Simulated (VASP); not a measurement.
# Zr (P6_3/mmc) in VASP: further runs

The runs below take Zr through single point, with PBE.

All numbers are computed with VASP 6.6.1; they aren't measurements. Logs are shortened: lines on timing, memory, paths and dates and some standing lists are left out, and cuts for length are marked.

**1. The cell of the first run**

Symmetry: P6_3/mmc, No. 194, hexagonal system. The conventional cell has a = 3.329 Å, b = 3.329 Å, c = 4.993 Å, α = 90.00°, β = 90.00°, γ = 120.00°. Zr (site symmetry -6m2) has 12 Zr at 3.15 to 3.33 Å within 4.1 Å.

**2. Single point, PBE (strain +0.030 along x and y, -0.030 along z)**

File INCAR:

```
PREC = Accurate
ENCUT = 520
EDIFF = 1E-6
ISMEAR = 0
SIGMA = 0.15
LREAL = F
LASPH = T
NELM = 80
ALGO = Fast
ISIF = 2
LWAVE = F
LCHARG = F
GGA = PE
NBANDS = 19
```

File KPOINTS:

```
regular mesh
0
Gamma
  18 18 10
```

File POSCAR:

```
Zr
1.0
    3.3289581692      0.0000000000      0.0000000000
   -1.6644790846      2.8829623427      0.0000000000
    0.0000000000      0.0000000000      4.9925900000
Zr
2
Direct
    0.3333333333      0.6666666667      0.2500000000
    0.6666666667      0.3333333333      0.7500000000
```

Potentials or basis: VASP PAW PBE potentials, release 64 (Zr_sv).

Run with:

```sh
$ cat potpaw_PBE.64/Zr_sv/POTCAR > POTCAR
$ mpirun -np 1 vasp_std > vasp.out
```

OUTCAR:

```text
PREC = Accurate
   ENCUT = 520
   EDIFF = 1E-6
   ISMEAR = 0
   LREAL = F
   LASPH = T
   NELM = 80
   ISIF = 2
   GGA = PE

 ion  position               nearest neighbor table
   1  0.333  0.667  0.250-   2 3.15   2 3.15   2 3.15   2 3.15   2 3.15   2 3.15
   2  0.667  0.333  0.750-   1 3.15   1 3.15   1 3.15   1 3.15   1 3.15   1 3.15

  LATTYP: Found a hexagonal cell.
 ALAT       =     3.3289581692
 C/A-ratio  =     1.4997454898

  Lattice vectors:

 A1 = (   3.3289581692,   0.0000000000,   0.0000000000)
 A2 = (  -1.6644790846,   2.8829623427,   0.0000000000)
 A3 = (   0.0000000000,   0.0000000000,   4.9925900000)

Analysis of symmetry for initial positions (statically):
=====================================================================
 Subroutine PRICEL returns:
 Original cell was already a primitive cell.

 Routine SETGRP: Setting up the symmetry group for a
 hexagonal supercell.

 Subroutine GETGRP returns: Found 24 space group operations
 (whereof 12 operations were pure point group operations)
 out of a pool of 24 trial point group operations.

The static configuration has the point symmetry D_3d.
 The point group associated with its full space group is D_6h.

Analysis of symmetry for dynamics (positions and initial velocities):
=====================================================================
 Subroutine PRICEL returns:
 Original cell was already a primitive cell.

 Routine SETGRP: Setting up the symmetry group for a
 hexagonal supercell.

 Subroutine GETGRP returns: Found 24 space group operations
 (whereof 12 operations were pure point group operations)
 out of a pool of 24 trial point group operations.

The dynamic configuration has the point symmetry D_3d.
 The point group associated with its full space group is D_6h.

 Subroutine INISYM returns: Found 24 space group operations
 (whereof 12 operations are pure point group operations),
 and found     1 'primitive' translations

----------------------------------------------------------------------------------------

                                     Primitive cell

  volume of cell :      47.9152

  direct lattice vectors                    reciprocal lattice vectors
     3.328958169  0.000000000  0.000000000     0.300394282  0.173432720  0.000000000
    -1.664479085  2.882962343  0.000000000     0.000000000  0.346865439  0.000000000
     0.000000000  0.000000000  4.992590000     0.000000000  0.000000000  0.200296840

  length of vectors
     3.328958169  3.328958169  4.992590000     0.346865439  0.346865439  0.200296840

  position of ions in fractional coordinates (direct lattice)
     0.333333333  0.666666667  0.250000000
     0.666666667  0.333333333  0.750000000

  ion indices of the primitive-cell ions
   primitive index   ion index
                 1           1
                 2           2

----------------------------------------------------------------------------------------

 KPOINTS: regular mesh

Automatic generation of k-mesh.
 Grid dimensions read from file:
 generate k-points for:   18   18   10

 Generating k-lattice:

  Cartesian coordinates                     Fractional coordinates (reciprocal lattice)
     0.016688571  0.009635151  0.000000000     0.055555556  0.000000000  0.000000000
     0.000000000  0.019270302  0.000000000     0.000000000  0.055555556  0.000000000
     0.000000000  0.000000000  0.020029684     0.000000000  0.000000000  0.100000000

  Length of vectors
     0.019270302  0.019270302  0.020029684

  Shift w.r.t. Gamma in fractional coordinates (k-lattice)
     0.000000000  0.000000000  0.000000000

 Subroutine IBZKPT returns following result:
 ===========================================

 Found    222 irreducible k-points:

 Following reciprocal coordinates:
            Coordinates               Weight
  0.000000  0.000000  0.000000      1.000000
  0.055556  0.000000  0.000000      6.000000
  0.111111  0.000000  0.000000      6.000000
  0.166667  0.000000  0.000000      6.000000
  0.222222 -0.000000  0.000000      6.000000
  0.277778  0.000000  0.000000      6.000000
[... 16 lines left out ...]
  0.333333  0.111111  0.000000     12.000000
  0.388889  0.111111  0.000000     12.000000
 [... further k-points ...]
   k-points           NKPTS =    222   k-points in BZ     NKDIM =    222   number of bands    NBANDS=     19
   number of dos      NEDOS =    301   number of ions     NIONS =      2
   total plane-waves  NPLWV =  31360
   dimension x,y,z NGX =    28 NGY =   28 NGZ =   40
   dimension x,y,z NGXF=    56 NGYF=   56 NGZF=   80
   ions per type =               2
   NGX,Y,Z   is equivalent  to a cutoff of  13.98, 13.98, 13.32 a.u.
   NGXF,Y,Z  is equivalent  to a cutoff of  27.97, 27.97, 26.64 a.u.
 SYSTEM =  unknown system
   PREC   = accura    normal or accurate (medium, high low for compatibility)
   ISTART =      0    job   : 0-new  1-cont  2-samecut
   ICHARG =      2    charge: 1-file 2-atom 10-const
   ISPIN  =      1    spin polarized calculation?
   LNONCOLLINEAR =      F non collinear calculations
   LSORBIT =      F    spin-orbit coupling
   LASPH  =      T    aspherical Exc in radial PAW
   ENCUT  =  520.0 eV  38.22 Ry    6.18 a.u.   6.19  6.19  9.28*2*pi/ulx,y,z
   NELM   =     80;   NELMIN=  2; NELMDL= -5     # of ELM steps
   EDIFF  = 0.1E-05   stopping-criterion for ELM
   LREAL  =      F    real-space projection
[... 7 lines left out ...]
   TEBEG  =    0.0;   TEEND  =   0.0 temperature during run
   PSTRESS=    0.0 pullay stress
   NELECT =      24.0000    total number of electrons
   NUPDOWN=      -1.0000    fix difference up-down
   EMIN   =  10.00;   EMAX   =-10.00  energy-range for DOS
   EFERMI =   0.00;   METHOD = LEGACY
   ISMEAR =     0;   SIGMA  =   0.15  broadening in eV -4-tet -1-fermi 0-gaus
   EFERMI_NEDOS =   21; number of points for ismear=-14 and -15
   IALGO  =     68    algorithm
   IMIX   =      4    mixing-type and parameters
     AMIX     =   0.40;   BMIX     =  1.00
     AMIX_MAG =   1.60;   BMIX_MAG =  1.00
  volume/ion in A,a.u.               =      23.96       161.67
  Fermi-wavevector in a.u.,A,eV,Ry     =   1.300132  2.456894 22.998522  1.690344
  Thomas-Fermi vector in A             =   2.431351
   LORBIT       =      0    0 simple, 1 ext, 2 COOP (PROOUT), +10 PAW based schemes
   GGA     = PE    functional components
   LHFCALC =     F    Hartree Fock is set to
   AEXX    =    0.0000 exact exchange contribution
   IVDW    =     0    specifies the selected vdW correction
   LEPSILON=     F    determine dielectric tensor
   LRPA    =     F    only Hartree local field effects (RPA)
 non-spin polarized calculation
 RMM-DIIS sequential band-by-band and
 Gauss-broadening in eV      SIGMA  =   0.15
  energy-cutoff  :      520.00
  volume of cell :       47.92
 maximum number of plane-waves:      1308
 NGX is ok and might be reduce to    28
   NGX = 13   NGY = 13   NGZ = 19

 number of electron      24.0000000 magnetization

 Free energy of the ion-electron system (eV)
  ---------------------------------------------------
  ext. energy  EPLUGINS =         0.00000000
  ---------------------------------------------------
  free energy    TOTEN  =       -17.00920081 eV

  energy without entropy =      -16.98853680  energy(sigma->0) =      -16.99886880

 E-fermi :   8.6953     XC(G=0): -10.9504

 val. band max:        8.6693111674   @ k =   0.2778   0.2778   0.3000
 cond. band min:       8.7026845063   @ k =   0.3889   0.1667   0.3000
 fundamental gap:      0.0333733389
 Fermi energy:         8.6953292983

 k-point     1 :       0.0000    0.0000    0.0000
  band No.  band energies     occupation
      1     -40.2410      2.00000
      2     -40.0707      2.00000
      3     -18.7689      2.00000
      4     -17.9773      2.00000
      5     -17.9773      2.00000
      6     -17.8021      2.00000
[... 11 lines left out ...]
     18      10.3537      0.00000
     19      12.9067      0.00000

 k-point     2 :       0.0556    0.0000    0.0000
  band No.  band energies     occupation
      1     -40.2381      2.00000
      2     -40.0701      2.00000
      3     -18.7602      2.00000
      4     -17.9928      2.00000
      5     -17.9832      2.00000
      6     -17.8188      2.00000
[... 11 lines left out ...]
     18      10.3131      0.00000
     19      12.9700      0.00000

 k-point     3 :       0.1111    0.0000    0.0000
  band No.  band energies     occupation
      1     -40.2298      2.00000
      2     -40.0685      2.00000
      3     -18.7344      2.00000
      4     -18.0378      2.00000
      5     -18.0001      2.00000
      6     -17.8663      2.00000
[... 11 lines left out ...]
     18      10.5983      0.00000
     19      13.1293      0.00000

 k-point     4 :       0.1667    0.0000    0.0000
  band No.  band energies     occupation
      1     -40.2166      2.00000
      2     -40.0663      2.00000
      3     -18.6931      2.00000
      4     -18.1068      2.00000
      5     -18.0251      2.00000
      6     -17.9374      2.00000
[... 11 lines left out ...]
     18      10.9309      0.00000
     19      13.3324      0.00000

 k-point     5 :       0.2222   -0.0000    0.0000
  band No.  band energies     occupation
      1     -40.1999      2.00000
      2     -40.0643      2.00000
      3     -18.6386      2.00000
      4     -18.1919      2.00000
      5     -18.0546      2.00000
      6     -18.0221      2.00000
[... 11 lines left out ...]
     18      11.3154      0.00000
     19      13.5337      0.00000
[... 334 lines left out ...]
      2     -40.0630      2.00000
      3     -18.5531      2.00000
      4     -18.2766      2.00000
      5     -18.1903      2.00000
      6     -18.0473      2.00000
[... 11 lines left out ...]
     18      12.2486      0.00000
     19      13.6598      0.00000

 k-point    22 :       0.2778    0.1111    0.0000
  band No.  band energies     occupation
      1     -40.1563      2.00000
      2     -40.0638      2.00000
      3     -18.4849      2.00000
      4     -18.3583      2.00000
      5     -18.2328      2.00000
      6     -18.0995      2.00000
[... 11 lines left out ...]
     18      12.8656      0.00000
     19      13.7688      0.00000

 k-point    23 :       0.3333    0.1111    0.0000
  band No.  band energies     occupation
      1     -40.1392      2.00000
      2     -40.0664      2.00000
      3     -18.4252      2.00000
      4     -18.4177      2.00000
      5     -18.2649      2.00000
      6     -18.1433      2.00000
[... 11 lines left out ...]
     18      13.5092      0.00000
     19      13.8461      0.00000

 k-point    24 :       0.3889    0.1111    0.0000
  band No.  band energies     occupation
      1     -40.1262      2.00000
      2     -40.0699      2.00000
      3     -18.4687      2.00000
      4     -18.3627      2.00000
      5     -18.2848      2.00000
      6     -18.1724      2.00000
[... 11 lines left out ...]
     18      13.8914      0.00000
     19      14.1147      0.00000

 [... further k-points ...]

------------------------ aborting loop because EDIFF is reached ----------------------------------------

  FORCE on cell =-STRESS in cart. coord.  units (eV):
  Direction    XX          YY          ZZ          XY          YZ          ZX
  --------------------------------------------------------------------------------------
  -------------------------------------------------------------------------------------
  Total       -1.1074669     -1.1074669      0.5975593      0.0000000      0.0000000      0.0000000
  in kB      -37.0312303    -37.0312303     19.9810523      0.0000000      0.0000000      0.0000000
  external PRESSURE =     -18.0271361 kB  Pullay stress =       0.0000000 kB

 VOLUME and BASIS-vectors are now :
 -----------------------------------------------------------------------------
  energy-cutoff  :      520.00
  volume of cell :       47.92
      direct lattice vectors                 reciprocal lattice vectors
     3.328958169  0.000000000  0.000000000     0.300394282  0.173432720  0.000000000
    -1.664479085  2.882962343  0.000000000     0.000000000  0.346865439  0.000000000
     0.000000000  0.000000000  4.992590000     0.000000000  0.000000000  0.200296840

 POSITION                                       TOTAL-FORCE (eV/Angst)
 -----------------------------------------------------------------------------------
     -0.00000      1.92197      1.24815        -0.000000      0.000000      0.000000
      1.66448      0.96099      3.74444         0.000000      0.000000      0.000000
 -----------------------------------------------------------------------------------
    total drift:                                0.000000     -0.000000      0.000000

  FREE ENERGIE OF THE ION-ELECTRON SYSTEM (eV)
  ---------------------------------------------------
  free  energy   TOTEN  =       -17.0092008072 eV

  energy  without entropy=      -16.9885367975  energy(sigma->0) =      -16.99886880
```

Wall time 5.9 min (1 thread of Intel Xeon 6975P-C, shared host); peak memory 0.3 GiB.

Results:

```
Free energy            : -17.0092 eV
Pressure               : -1.8 GPa
Band gap on the k mesh : zero (band 12 reaches 9.61 eV, above the bottom of band 13 at 8.43 eV)
```

Levels at points of the mesh, in eV from the Fermi level:
```csv
k point,band 8,band 9,band 10,band 11,band 12,band 13,band 14,band 15,band 16,band 17
"(0.00, 0.00, 0.00)",-26.44,-5.61,-2.95,0.73,0.73,1.47,1.53,1.53,1.55,1.66
"(0.50, 0.00, 0.00)",-26.56,-2.52,-2.52,-1.98,-0.48,0.18,1.04,1.70,4.36,4.88
"(0.00, 0.00, 0.50)",-26.59,-3.81,-3.81,0.29,0.29,0.51,0.51,0.51,0.51,3.84
"(0.50, 0.00, 0.50)",-26.66,-2.78,-2.78,-0.86,-0.86,1.47,1.47,1.91,1.91,4.67
```

Caveat: the cell differs from its parent crystal (strain +0.030 along x and y, -0.030 along z).

**3. Single point, PBE (strain +0.030 along x and y, +0.000 along z)**

File INCAR:

```
SYSTEM = Zr
PREC = Accurate
ENCUT = 520
EDIFF = 1E-6
ISMEAR = 0
SIGMA = 0.15
LREAL = .False.
LASPH = .True.
NELM = 80
ALGO = Fast
ISIF = 2
LWAVE = .False.
LCHARG = .False.
GGA = PE
NBANDS = 19
```

File KPOINTS:

```
Automatic mesh
0
Gamma
  18 18 10
  0 0 0
```

Edit POSCAR of step 2 so:

```diff
@@ -4,3 +4,3 @@
    -1.6644790846      2.8829623427      0.0000000000
-    0.0000000000      0.0000000000      4.9925900000
+    0.0000000000      0.0000000000      5.1470000000
 Zr
```

Potentials or basis: VASP PAW PBE potentials, release 64 (Zr_sv).

Run with:

```sh
$ cat potpaw_PBE.64/Zr_sv/POTCAR > POTCAR
$ mpirun -np 1 vasp_std > vasp.out
```

Wall time 6 min (1 thread of Intel Xeon 6975P-C, shared host); peak memory 0.3 GiB.

The run converged. Its results:

| Quantity | Value |
| --- | --- |
| Free energy | -17.0057 eV |
| Pressure | -4.5 GPa |
| Band gap on the k mesh | zero (band 12 reaches 9.22 eV, above the bottom of band 13 at 8.08 eV) |

Stress tensor (GPa, compression positive):
```
-5.39  0.00  0.00
 0.00 -5.39  0.00
 0.00  0.00 -2.77
```

Levels at points of the mesh, in eV from the Fermi level:
```
           k point  band 8  band 9  band 10  band 11  band 12  band 13  band 14  band 15  band 16  band 17
(0.00, 0.00, 0.00)  -26.55   -5.55    -2.87     0.79     0.79     1.19     1.20     1.49     1.49     1.82
(0.50, 0.00, 0.00)  -26.65   -2.46    -2.38    -1.94    -0.43     0.36     0.85     1.50     4.38     4.81
(0.00, 0.00, 0.50)  -26.64   -3.85    -3.85     0.16     0.16     0.64     0.64     0.64     0.64     3.69
(0.50, 0.00, 0.50)  -26.75   -2.70    -2.70    -0.89    -0.89     1.40     1.40     1.97     1.97     4.63
```

Caveat: the cell differs from its parent crystal (strain +0.030 along x and y, +0.000 along z).

**4. Single point, PBE (strain +0.030 along x and y, +0.030 along z)**

File INCAR:

```
SYSTEM = Zr
ALGO = Fast
EDIFF = 1E-6
ENCUT = 520
GGA = PE
ISIF = 2
ISMEAR = 0
LASPH = .True.
LCHARG = .True.
LELF = .True.
LREAL = .False.
LVHAR = .True.
LWAVE = .False.
NBANDS = 19
NELM = 80
PREC = Accurate
SIGMA = 0.15
```

File KPOINTS:

```
k-points
0
Gamma
  18 18 10
  0 0 0
```

Edit POSCAR of step 3 so:

```diff
@@ -4,3 +4,3 @@
    -1.6644790846      2.8829623427      0.0000000000
-    0.0000000000      0.0000000000      5.1470000000
+    0.0000000000      0.0000000000      5.3014100000
 Zr
```

Run with:

```sh
$ cat potpaw_PBE.64/Zr_sv/POTCAR > POTCAR
$ mpirun -np 1 vasp_std > vasp.out
```

It took 6.1 min on 1 thread of Intel Xeon 6975P-C, shared host; peak memory 0.31 GiB.

The run converged. Its results:

```yaml
Free_energy: -16.9614 eV
Pressure: -6.8 GPa
Band_gap_on_the_k_mesh: zero (band 12 reaches 8.88 eV, above the bottom of band 13 at 7.75 eV)
```

Levels at points of the mesh, in eV from the Fermi level:
```csv
k point,band 10,band 11,band 12,band 13,band 14,band 15
"(0.00, 0.00, 0.00)",-2.80,0.84,0.84,0.88,0.97,1.45
"(0.50, 0.00, 0.00)",-2.27,-1.89,-0.37,0.55,0.69,1.31
"(0.00, 0.00, 0.50)",-3.88,0.05,0.05,0.75,0.75,0.75
"(0.50, 0.00, 0.50)",-2.62,-0.90,-0.90,1.34,1.34,2.03
```

Caveat: the cell differs from its parent crystal (strain +0.030 along x and y, +0.030 along z).

**5. Summary**

```tsv
cell	gap on the mesh (eV)	pressure (GPa)
a = 3.329, b = 3.329, c = 4.993 Å, angles 90.0, 90.0, 120.0°, 2 atoms	none	-1.8
a = 3.329, b = 3.329, c = 5.147 Å, angles 90.0, 90.0, 120.0°, 2 atoms	none	-4.5
a = 3.329, b = 3.329, c = 5.301 Å, angles 90.0, 90.0, 120.0°, 2 atoms	none	-6.8
```

Alike in all rows: task single point; level PBE; potentials or basis VASP PAW PBE potentials, release 64 (Zr_sv); no spin polarisation; k mesh 18 × 18 × 10; cutoff (eV) 520; smearing gaussian 0.15 eV.

Total energies depend on the potentials used, so only differences within one code and one set of settings carry meaning.
